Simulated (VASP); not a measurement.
Write the native input for VASP 6.6.1 that does the following.

```yaml
Task: single point
Functional: PBE
Potentials_or_basis: VASP PAW PBE potentials, release 64 (C)
Cutoff: 600 eV
k_mesh: 9 × 9 × 9
Occupations: gaussian, width 0.01 eV
Spin: no spin polarisation
Dipole_correction: no
Further_INCAR_settings: ALGO = Normal; EDIFF = 1e-06; NBANDS = 11
```

The structure of C lies in POSCAR:

```
C
1.0
    0.0198051387      1.7788210906      1.7788210906
    1.7788210906      0.0198051387      1.7788210906
    1.7788210906      1.7788210906      0.0198051387
C
2
Direct
    0.0001450983      0.0001450983      0.0001450983
    0.2498549017      0.2498549017      0.2498549017
```

One way to write it, as run:

INCAR

```
ALGO = Normal
EDIFF = 1E-6
ENCUT = 600
GGA = PE
GGA_COMPAT = False
ISIF = 2
ISMEAR = 0
LASPH = True
LCHARG = True
LELF = True
LREAL = False
LVHAR = True
LWAVE = False
NBANDS = 11
NELM = 120
PREC = Accurate
SIGMA = 0.01
```

KPOINTS

```
k-points
0
Gamma
  9 9 9
```

Potentials or basis: VASP PAW PBE potentials, release 64 (C).

Command:

```sh
$ cat potpaw_PBE.64/C/POTCAR > POTCAR
$ mpirun -np 1 vasp_std > vasp.out
```

Results of the run:

```yaml
Pressure: 13.2 GPa
Largest_force: 0.004 eV/Å
Band_gap_on_the_k_mesh: 4.18 eV (least direct gap 5.30 eV)
```

Caveat: the cell stands under pressure; an odd mesh through Γ misses points on the zone boundary, where band edges can lie.

Wall time 10 s on 1 thread of AMD EPYC 7R13 Processor (Zen 3) (shared host), peak memory 0.09 GiB.
